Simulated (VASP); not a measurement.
A run of VASP 6.6.1:

File INCAR:

```
ALGO = Normal
EDIFF = 1E-7
ENCUT = 520
GGA = PS
ISIF = 2
ISMEAR = 0
LASPH = T
LCHARG = F
LREAL = F
LWAVE = F
NBANDS = 11
NELM = 100
PREC = Accurate
SIGMA = 0.01
```

KPOINTS

```
k-points
0
Gamma
  10 10 10
```

The input POSCAR:

```
SiC
1.0
    0.0000000000      2.1752060498      2.1752060498
    2.1752060498      0.0000000000      2.1752060498
    2.1752060498      2.1752060498      0.0000000000
Si C
1 1
Direct
    0.0000000000      0.0000000000      0.0000000000
    0.7500000000      0.7500000000      0.7500000000
```

Potentials or basis: VASP PAW PBE potentials, release 64 (Si, C).

The run is started by

```bash
$ cat potpaw_PBE.64/Si/POTCAR potpaw_PBE.64/C/POTCAR > POTCAR
$ mpirun -np 1 vasp_std > vasp.out
```

Hardware: 1 thread of AMD EPYC 7R43 64-Core Processor (Zen 3) (shared host).

Problem. Estimate the wall time of this run.

Solution. Run time: 9.4 s on 1 thread of AMD EPYC 7R43 64-Core Processor (Zen 3), on a shared host, peak memory 0.1 GiB. Counts: scf iterations 13, k points 47.
